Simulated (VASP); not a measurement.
CdS: single point with r2SCAN

CdS:

```
Cd S
1.0
     4.16460    0.00000    0.00000
    -2.08230    3.60665    0.00000
     0.00000    0.00000    6.76601
Cd S
2 2
Direct
  0.33333 0.66667 0.99904
  0.66667 0.33333 0.49904
  0.33333 0.66667 0.37596
  0.66667 0.33333 0.87596
```

```
Program             : VASP 6.6.1
Task                : single point
Functional          : r2SCAN
Potentials or basis : VASP PAW PBE potentials, release 64 (Cd, S)
Cutoff              : 520 eV
k mesh              : 12 × 12 × 4
Occupations         : gaussian, width 0.01 eV
Spin                : no spin polarisation
```

```
Pressure               : 0.3 GPa
Band gap on the k mesh : 1.63 eV
```

Levels at points of the mesh, in eV from the valence-band top:
| k point | band 15 | band 16 | band 17 | band 18 | band 19 | band 20 | band 21 | band 22 |
| --- | --- | --- | --- | --- | --- | --- | --- | --- |
| (0.00, 0.00, 0.00) | -0.74 | -0.04 | 0.00 | 0.00 | 1.63 | 3.22 | 6.99 | 6.99 |
| (0.50, 0.00, 0.00) | -2.60 | -1.85 | -1.26 | -0.74 | 4.15 | 4.25 | 5.43 | 6.84 |
| (0.00, 0.00, 0.50) | -0.38 | -0.38 | -0.38 | -0.38 | 3.26 | 3.26 | 6.62 | 6.62 |
| (0.50, 0.00, 0.50) | -1.33 | -1.33 | -1.30 | -1.30 | 3.87 | 3.87 | 5.79 | 5.79 |

Run time: 4.3 min on 1 thread of Intel(R) Xeon(R) 6975P-C (Granite Rapids) (shared host), peak memory 0.31 GiB.

Caveat: the PAW data sets were made with another functional, which shifts forces and pressure a little. A k mesh can miss the band edges.
